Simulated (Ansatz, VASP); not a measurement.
# MoS2: VASP beside Ansatz

INCAR

```
  PREC = Accurate
  ENCUT = 520
  EDIFF = 1E-7
  ISMEAR = -1
  SIGMA = 0.03
  LREAL = False
  LASPH = True
  NELM = 80
  ALGO = Normal
  ISIF = 2
  LWAVE = False
  LCHARG = False
  GGA = CA
  NBANDS = 35
```

The input KPOINTS:

```
Automatic mesh
0
Gamma
  10 10 3
```

File POSCAR:

```
MoS2
1.0
    3.1610016016     -0.0158050080     -0.0158050080
   -1.5941883392      2.7454101924     -0.0057850344
   -0.0614750000     -0.0614750000     12.2950000000
Mo S
2 4
Direct
    0.3333333333      0.6666666667      0.2500000000
    0.6666666667      0.3333333333      0.7500000000
    0.3333333333      0.6666666667      0.6275000000
    0.6666666667      0.3333333333      0.1275000000
    0.3333333333      0.6666666667      0.8725000000
    0.6666666667      0.3333333333      0.3725000000
```

Input for Ansatz:

```yaml
crystal:
  lattice:
    - [3.1610016016, -0.015805008, -0.015805008]
    - [-1.5941883392, 2.7454101924, -0.0057850344]
    - [-0.061475, -0.061475, 12.295]
  atoms:
    - { symbol: Mo, position: [0.3333333333, 0.6666666667, 0.25] }
    - { symbol: Mo, position: [0.6666666667, 0.3333333333, 0.75] }
    - { symbol: S, position: [0.3333333333, 0.6666666667, 0.6275] }
    - { symbol: S, position: [0.6666666667, 0.3333333333, 0.1275] }
    - { symbol: S, position: [0.3333333333, 0.6666666667, 0.8725] }
    - { symbol: S, position: [0.6666666667, 0.3333333333, 0.3725] }
kpoints:
  mp_grid: { grid: [10, 10, 3] }
  band_path:
    path:
      - [0.0, 0.0, 0.0]
      - [0.0, 0.0, 0.5]
      - [-0.5, 0.5, 0.0]
      - [0.0, 0.0, 0.0]
      - [0.0, -0.5, 0.0]
      - [-0.5, 0.0, 0.5]
      - [0.0, 0.0, 0.0]
      - [-0.5, 0.0, 0.0]
      - [0.0, -0.5, 0.5]
    npoints: 5
scf:
  occupations: { method: fermi_dirac, width: 0.03 }
hamiltonian:
  xc: lda
  pseudopotentials: { kind: all_electron, lapw: { basis_error: 0.001 } }
output:
  forces: true
  stress: true
  eigenvalues: true
```

Change from the starting cell: equal xy, yz and zx shear strains of -1 %.

Alike in both runs: task single point; functional LDA; k mesh 10 × 10 × 3; occupations fermi-dirac, width 0.03 eV; no spin polarisation.

```csv
,VASP,Ansatz
version,VASP 6.6.1,Ansatz 0.2.0
potentials or method,"VASP PAW LDA potentials, release 64 (Mo_sv, S), cutoff 520 eV","all-electron LAPW, scalar-relativistic"
```

```tsv
	VASP	Ansatz	Ansatz less VASP
pressure (GPa)	1.2	1.2	-0.05
traceless stress, the component that is largest in VASP (GPa)	4.56	4.60	+0.040
rms of the force components (eV/Å)	0.379	0.375	-0.0040
```

LDA's correlation is that of Perdew and Zunger in VASP and of Perdew and Wang (1992) in Ansatz. Atom by atom the forces differ by 0.004 eV/Å (rms over components). Ansatz ran all-electron here, and VASP with PAW potentials.
